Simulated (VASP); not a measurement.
The system is CdS.

```
Cd S
1.0
     0.00000    2.91650    2.91650
     2.91650    0.00000    2.91650
     2.91650    2.91650    0.00000
Cd S
1 1
Direct
  0.00000 0.00000 0.00000
  0.75000 0.75000 0.75000
```

Base run:

| Quantity | Value |
| --- | --- |
| Program | VASP 6.6.1 |
| Functional | PBEsol-based screened hybrid with 25 % exact exchange |
| Potentials or basis | VASP PAW PBE potentials, release 64 (Cd, S) |
| Cutoff | 520 eV |
| k mesh | 5 × 5 × 5 |
| Occupations | fermi-dirac, width 0.05 eV |
| Spin | no spin polarisation |

Its results: band gap on the k mesh 2.02 eV; pressure -0.2 GPa.

Problem. The run is repeated on the same cell with these changes: functional from PBEsol-based screened hybrid with 25 % exact exchange to HSE06; screening parameter from 0.207 1/Å to 0.2079 1/Å. What comes out?

Solution. Band gap on the k mesh 2.17 eV; pressure 2.1 GPa.

Caveats: the PAW data sets were made with another functional, which shifts forces and pressure a little.

